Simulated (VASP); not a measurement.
# Al in VASP: relaxation of the atoms with PBE

Aim: the relaxation of the atoms of Al with PBE.

Everything below comes from runs of VASP 6.6.1. Logs are shortened: lines on timing, memory, paths and dates and some standing lists are left out, and cuts for length are marked.

### 1 The cell of the first run

The cell holds a slab with vacuum, 12 atoms: a = 5.714 Å, b = 5.714 Å, c = 21.666 Å, α = 90.00°, β = 90.00°, γ = 120.00°.

### 2 Relaxation of the atoms, PBE

Input file INCAR:

```
PREC = Accurate
ENCUT = 520
EDIFF = 1E-7
ISMEAR = 0
SIGMA = 0.1
LREAL = F
LASPH = T
NELM = 60
ALGO = Normal
ISIF = 2
LWAVE = F
LCHARG = F
LDIPOL = T
IDIPOL = 3
DIPOL = 0.5 0.5 0.500
GGA = PE
IBRION = 2
NSW = 90
EDIFFG = -0.03
```

Input file KPOINTS:

```
Automatic mesh
0
Gamma
  6 6 1
```

Input file POSCAR:

```
Al
1.0
    5.7143027680      0.0000000000      0.0000000000
   -2.8571513840      4.9487313620      0.0000000000
    0.0000000000      0.0000000000     21.6657086725
Al
12
Selective dynamics
Direct
    0.3333333333      0.1666666667      0.3923250390  F F F
    0.3333333333      0.6666666667      0.3923250390  F F F
    0.8333333333      0.1666666667      0.3923250390  F F F
    0.8333333333      0.6666666667      0.3923250390  F F F
    0.6666666667      0.3333333333      0.5000000000  T T T
    0.6666666667      0.8333333333      0.5000000000  T T T
    0.1666666667      0.3333333333      0.5000000000  T T T
    0.1666666667      0.8333333333      0.5000000000  T T T
    0.0000000000      0.5000000000      0.6076749610  T T T
    0.0000000000      0.0000000000      0.6076749610  T T T
    0.5000000000      0.5000000000      0.6076749610  T T T
    0.5000000000      0.0000000000      0.6076749610  T T T
```

Potentials or basis: VASP PAW PBE potentials, release 64 (Al).

Command:

```sh
$ cat potpaw_PBE.64/Al/POTCAR > POTCAR
$ mpirun -np 1 vasp_std > vasp.out
```

OUTCAR:

```text
PREC = Accurate
   ENCUT = 520
   EDIFF = 1E-7
   ISMEAR = 0
   LREAL = F
   LASPH = T
   NELM = 60
   ISIF = 2
   GGA = PE
   IBRION = 2
   NSW = 90
   EDIFFG = -0.03

 ion  position               nearest neighbor table
   1  0.333  0.167  0.392-   7 2.86   4 2.86   2 2.86   2 2.86   4 2.86   3 2.86   3 2.86   8 2.86
                             5 2.86
   2  0.333  0.667  0.392-   8 2.86   3 2.86   1 2.86   1 2.86   3 2.86   4 2.86   4 2.86   7 2.86
                             6 2.86
   3  0.833  0.167  0.392-   5 2.86   4 2.86   2 2.86   4 2.86   2 2.86   1 2.86   1 2.86   6 2.86
                             7 2.86
   4  0.833  0.667  0.392-   6 2.86   3 2.86   1 2.86   3 2.86   1 2.86   2 2.86   2 2.86   5 2.86
                             8 2.86
   5  0.667  0.333  0.500-   3 2.86   6 2.86   8 2.86   6 2.86   8 2.86   7 2.86   7 2.86  12 2.86
                             9 2.86   4 2.86   1 2.86  11 2.86
   6  0.667  0.833  0.500-   4 2.86   5 2.86   7 2.86   5 2.86   7 2.86   8 2.86   8 2.86  11 2.86
                            10 2.86   3 2.86  12 2.86   2 2.86
   7  0.167  0.333  0.500-   1 2.86   6 2.86   8 2.86   8 2.86   6 2.86   5 2.86   5 2.86  10 2.86
                            11 2.86   2 2.86   9 2.86   3 2.86
   8  0.167  0.833  0.500-   2 2.86   5 2.86   7 2.86   7 2.86   5 2.86   6 2.86   6 2.86   9 2.86
                            12 2.86   1 2.86   4 2.86  10 2.86
   9  0.000  0.500  0.608-  10 2.86  12 2.86  10 2.86  12 2.86  11 2.86  11 2.86   8 2.86   5 2.86
[... 14 lines left out ...]
 A1 = (   5.7143027680,   0.0000000000,   0.0000000000)
 A2 = (  -2.8571513840,   4.9487313620,   0.0000000000)
 A3 = (   0.0000000000,   0.0000000000,  21.6657086725)

Analysis of symmetry for initial positions (statically):
=====================================================================
 Subroutine PRICEL returns following result:

  LATTYP: Found a hexagonal cell.
 ALAT       =     2.8571513840
 C/A-ratio  =     7.5829754047
[... 12 lines left out ...]
 Subroutine GETGRP returns: Found 12 space group operations
 (whereof  6 operations were pure point group operations)
 out of a pool of 24 trial point group operations.

The static configuration has the point symmetry C_3v.
 The point group associated with its full space group is D_3d.

Analysis of symmetry for dynamics (positions and initial velocities):
=====================================================================
 Subroutine PRICEL returns following result:

  LATTYP: Found a hexagonal cell.
 ALAT       =     2.8571513840
 C/A-ratio  =     7.5829754047
[... 12 lines left out ...]
 Subroutine GETGRP returns: Found 12 space group operations
 (whereof  6 operations were pure point group operations)
 out of a pool of 24 trial point group operations.

The dynamic configuration has the point symmetry C_3v.
 The point group associated with its full space group is D_3d.

Analysis of constrained symmetry for selective dynamics:
=====================================================================
 Subroutine PRICEL returns following result:

  LATTYP: Found a hexagonal cell.
 ALAT       =     2.8571513840
 C/A-ratio  =     7.5829754047
[... 12 lines left out ...]
 Subroutine GETGRP returns: Found  6 space group operations
 (whereof  6 operations were pure point group operations)
 out of a pool of 24 trial point group operations.

The constrained configuration has the point symmetry C_3v.

 Subroutine INISYM returns: Found  6 space group operations
 (whereof  6 operations are pure point group operations),
 and found     4 'primitive' translations

----------------------------------------------------------------------------------------

                                     Primitive cell

  volume of cell :     153.1687

  direct lattice vectors                    reciprocal lattice vectors
     2.857151384  0.000000000  0.000000000     0.349998955  0.202071991  0.000000000
    -1.428575692  2.474365681  0.000000000     0.000000000  0.404143982  0.000000000
     0.000000000  0.000000000 21.665708672     0.000000000  0.000000000  0.046155887

  length of vectors
     2.857151384  2.857151384 21.665708672     0.404143982  0.404143982  0.046155887

  position of ions in fractional coordinates (direct lattice)
     0.666666667  0.333333333  0.392325039
     0.333333333  0.666666667  0.500000000
     0.000000000  0.000000000  0.607674961

  ion indices of the primitive-cell ions
   primitive index   ion index
                 1           1
                 2           7
                 3          12
[... 23 lines left out ...]
 ===========================================

 Found      7 irreducible k-points:

 Following reciprocal coordinates:
            Coordinates               Weight
  0.000000  0.000000  0.000000      1.000000
  0.166667 -0.000000  0.000000      6.000000
  0.333333  0.000000  0.000000      6.000000
  0.500000  0.000000  0.000000      3.000000
  0.166667  0.166667  0.000000      6.000000
  0.333333  0.166667  0.000000     12.000000
  0.333333  0.333333  0.000000      2.000000
   k-points           NKPTS =      7   k-points in BZ     NKDIM =      7   number of bands    NBANDS=     25
   number of dos      NEDOS =    301   number of ions     NIONS =     12
   total plane-waves  NPLWV = 285768
   dimension x,y,z NGX =    42 NGY =   42 NGZ =  162
   dimension x,y,z NGXF=    84 NGYF=   84 NGZF=  324
   ions per type =              12
   NGX,Y,Z   is equivalent  to a cutoff of  12.22, 12.22, 12.43 a.u.
   NGXF,Y,Z  is equivalent  to a cutoff of  24.44, 24.44, 24.86 a.u.
 SYSTEM =  unknown system
   PREC   = accura    normal or accurate (medium, high low for compatibility)
   ISTART =      0    job   : 0-new  1-cont  2-samecut
   ICHARG =      2    charge: 1-file 2-atom 10-const
   ISPIN  =      1    spin polarized calculation?
   LNONCOLLINEAR =      F non collinear calculations
   LSORBIT =      F    spin-orbit coupling
   LASPH  =      T    aspherical Exc in radial PAW
   ENCUT  =  520.0 eV  38.22 Ry    6.18 a.u.  10.62 10.62 40.28*2*pi/ulx,y,z
   NELM   =     60;   NELMIN=  2; NELMDL= -5     # of ELM steps
   EDIFF  = 0.1E-06   stopping-criterion for ELM
   LREAL  =      F    real-space projection
   EDIFFG = -.3E-01   stopping-criterion for IOM
   NSW    =     90    number of steps for IOM
   IBRION =      2    ionic relax: 0-MD 1-quasi-New 2-CG
   NFREE  =      1    steps in history (QN), initial steepest desc. (CG)
   ISIF   =      2    stress and relaxation
   ISYM   =      2    0-nonsym 1-usesym 2-fastsym
   POTIM  = 0.5000    time-step for ionic-motion
   TEBEG  =    0.0;   TEEND  =   0.0 temperature during run
   PSTRESS=    0.0 pullay stress
   NELECT =      36.0000    total number of electrons
   NUPDOWN=      -1.0000    fix difference up-down
   EMIN   =  10.00;   EMAX   =-10.00  energy-range for DOS
   EFERMI =   0.00;   METHOD = LEGACY
   ISMEAR =     0;   SIGMA  =   0.10  broadening in eV -4-tet -1-fermi 0-gaus
   EFERMI_NEDOS =   21; number of points for ismear=-14 and -15
   IALGO  =     38    algorithm
   IMIX   =      4    mixing-type and parameters
     AMIX     =   0.40;   BMIX     =  1.00
     AMIX_MAG =   1.60;   BMIX_MAG =  1.00
  volume/ion in A,a.u.               =      51.06       344.54
  Fermi-wavevector in a.u.,A,eV,Ry     =   0.636452  1.202720  5.511328  0.405071
  Thomas-Fermi vector in A             =   1.701127
   LORBIT       =      0    0 simple, 1 ext, 2 COOP (PROOUT), +10 PAW based schemes
   GGA     = PE    functional components
   LHFCALC =     F    Hartree Fock is set to
   AEXX    =    0.0000 exact exchange contribution
   IVDW    =     0    specifies the selected vdW correction
   LEPSILON=     F    determine dielectric tensor
   LRPA    =     F    only Hartree local field effects (RPA)
 conjugate gradient relaxation of ions
 non-spin polarized calculation
 Gauss-broadening in eV      SIGMA  =   0.10
  energy-cutoff  :      520.00
  volume of cell :      612.67
 maximum number of plane-waves:     16605
   NGX = 21   NGY = 21   NGZ = 81

--------------------------------------- Ionic step        1  -------------------------------------------

 number of electron      36.0000001 magnetization

 Free energy of the ion-electron system (eV)
  ---------------------------------------------------
  ext. energy  EPLUGINS =         0.00000000
  ---------------------------------------------------
  free energy    TOTEN  =       -42.11263390 eV

  energy without entropy =      -42.07423126  energy(sigma->0) =      -42.09343258

------------------------ aborting loop because EDIFF is reached ----------------------------------------

  FORCE on cell =-STRESS in cart. coord.  units (eV):
  Direction    XX          YY          ZZ          XY          YZ          ZX
  --------------------------------------------------------------------------------------
  -------------------------------------------------------------------------------------
  Total       -3.1566120     -3.1566120     -1.8277253      0.0000000      0.0000000      0.0000000
  in kB       -8.2547090     -8.2547090     -4.7795991      0.0000000      0.0000000      0.0000000
  external PRESSURE =      -7.0963390 kB  Pullay stress =       0.0000000 kB
[... 349 lines left out ...]
  FREE ENERGIE OF THE ION-ELECTRON SYSTEM (eV)
  ---------------------------------------------------
  free  energy   TOTEN  =       -42.1238075063 eV

  energy  without entropy=      -42.0950285007  energy(sigma->0) =      -42.10941800

 dipolmoment           0.000000      0.000000     -0.000395 electrons x Angstroem

--------------------------------------- Ionic step        9  -------------------------------------------

 number of electron      36.0000001 magnetization

 dipolmoment           0.000000      0.000000      0.000115 electrons x Angstroem

 Free energy of the ion-electron system (eV)
  ---------------------------------------------------
  ext. energy  EPLUGINS =         0.00000000
  ---------------------------------------------------
  free energy    TOTEN  =       -42.12650412 eV

  energy without entropy =      -42.09555040  energy(sigma->0) =      -42.11102726

 E-fermi :  -0.0304     XC(G=0):  -4.1079

 val. band max:       -0.0483188643   @ k =   0.3333   0.1667   0.0000
 cond. band min:       0.0207386141   @ k =   0.1667   0.1667   0.0000
 fundamental gap:      0.0690574784
 Fermi energy:        -0.0303643715

 k-point     1 :       0.0000    0.0000    0.0000
  band No.  band energies     occupation
      1     -10.6068      2.00000
      2      -8.8956      2.00000
      3      -6.1896      2.00000
      4      -4.7316      2.00000
      5      -4.7316      2.00000
      6      -4.7316      2.00000
[... 185 lines left out ...]
     24       2.0681      0.00000
     25       2.7840      0.00000

------------------------ aborting loop because EDIFF is reached ----------------------------------------

 vacuum level on the upper side and lower side of the slab       (xc-potential included)        -0.087        -0.084

  FORCE on cell =-STRESS in cart. coord.  units (eV):
  Direction    XX          YY          ZZ          XY          YZ          ZX
  --------------------------------------------------------------------------------------
  -------------------------------------------------------------------------------------
  Total       -2.7658557     -2.7658557      0.0177051      0.0000000      0.0000000      0.0000000
  in kB       -7.2328602     -7.2328602      0.0462998      0.0000000      0.0000000      0.0000000
  external PRESSURE =      -4.8064735 kB  Pullay stress =       0.0000000 kB
[... 27 lines left out ...]
  FREE ENERGIE OF THE ION-ELECTRON SYSTEM (eV)
  ---------------------------------------------------
  free  energy   TOTEN  =       -42.1265041243 eV

  energy  without entropy=      -42.0955503957  energy(sigma->0) =      -42.11102726

 reached required accuracy - stopping structural energy minimisation

 vacuum level on the upper side and lower side of the slab         3.819         3.817
```

Run time: 14 min. Hardware: 1 thread of Intel Xeon 6975P-C (Granite Rapids), shared host; peak memory 0.65 GiB.

Results:

```
Free energy               : -42.1265 eV
Energy gained by relaxing : 1.2 meV/atom
Ionic steps               : 9
Band gap on the k mesh    : zero (bands 18 and 19 overlap by 1.02 eV)
```

The path:
| step | energy change (eV) | largest force on free atoms (eV/Å) | pressure (GPa) |
| --- | --- | --- | --- |
| 1 | 0.0000 | 0.0974 | -0.71 |
| 2 | -0.0017 | 0.0854 | -0.69 |
| 3 | -0.0055 | 0.0516 | -0.65 |
| 4 | -0.0063 | 0.1337 | -0.55 |
| 5 | -0.0071 | 0.0976 | -0.59 |
| 6 | -0.0091 | 0.0832 | -0.58 |
| 7 | -0.0130 | 0.0388 | -0.52 |
| 8 | -0.0112 | 0.0558 | -0.40 |
| 9 | -0.0139 | 0.0064 | -0.48 |

Final structure:
```xyz
12
Lattice="5.7143 0.0000 0.0000 -2.8572 4.9487 0.0000 0.0000 0.0000 21.6657" Properties=species:S:1:pos:R:3 pbc="T T T"
Al    1.4286    0.8248    8.5000
Al    0.0000    3.2992    8.5000
Al    4.2857    0.8248    8.5000
Al    2.8572    3.2992    8.5000
Al    2.8572    1.6496   10.8001
Al    1.4286    4.1239   10.8001
Al    0.0000    1.6496   10.8001
Al   -1.4286    4.1239   10.8001
Al   -1.4286    2.4744   13.0981
Al    0.0000    0.0000   13.0981
Al    1.4286    2.4744   13.0981
Al    2.8572    0.0000   13.0981
```

The gap in the log of VASP goes by the Fermi energy; the results here count the filled bands.